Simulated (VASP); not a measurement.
Here is a VASP 6.6.1 calculation.

POSCAR

```
SnTe
1.0
    0.0000000000      3.6519158383      3.6519158383
    3.6519158383      0.0000000000      3.6519158383
    3.6519158383      3.6519158383      0.0000000000
Sn Te
1 1
Direct
    0.0000000000      0.0000000000      0.0000000000
    0.7500000000      0.7500000000      0.7500000000
```

The input INCAR.step1:

```
SYSTEM = SnTe
PREC = Accurate
ENCUT = 550
ISMEAR = 0
SIGMA = 0.05
LREAL = .FALSE.
LASPH = .TRUE.
NELM = 120
NBANDS = 17
GGA = PE
ALGO = Normal
EDIFF = 1E-5
LWAVE = .TRUE.
LCHARG = .FALSE.
GGA_COMPAT = .FALSE.
```

File INCAR.step2:

```
SYSTEM = SnTe
PREC = Accurate
ENCUT = 550
EDIFF = 1E-6
ISMEAR = 0
SIGMA = 0.05
LREAL = .FALSE.
LASPH = .TRUE.
NELM = 120
ALGO = Normal
ISIF = 2
LWAVE = .FALSE.
LCHARG = .TRUE.
METAGGA = R2SCAN
LMIXTAU = .TRUE.
LELF = .TRUE.
LVHAR = .TRUE.
NBANDS = 17
ISTART = 1
GGA_COMPAT = .FALSE.
```

KPOINTS

```
Automatic mesh
0
G
  8 8 8
  0 0 0
```

Potentials or basis: VASP PAW PBE potentials, release 64 (Sn_d, Te).

The run is started by

```console
$ cat potpaw_PBE.64/Sn_d/POTCAR potpaw_PBE.64/Te/POTCAR > POTCAR
$ cp INCAR.step1 INCAR
$ mpirun -np 1 vasp_std > vasp.out
$ cp INCAR.step2 INCAR
$ mpirun -np 1 vasp_std > vasp.out
```

**Question.** Predict the band gap on the k mesh.

**Answer.** 0.25 eV (least direct gap 0.93 eV).

**Question.** Predict the pressure.

**Answer.** -1.4 GPa.

Caveat: the cell differs from its parent crystal (strained); the PAW data sets were made with another functional, which shifts forces and pressure a little; spin-orbit coupling is left out, which moves the levels of the heavy elements. A k mesh can miss the band edges.
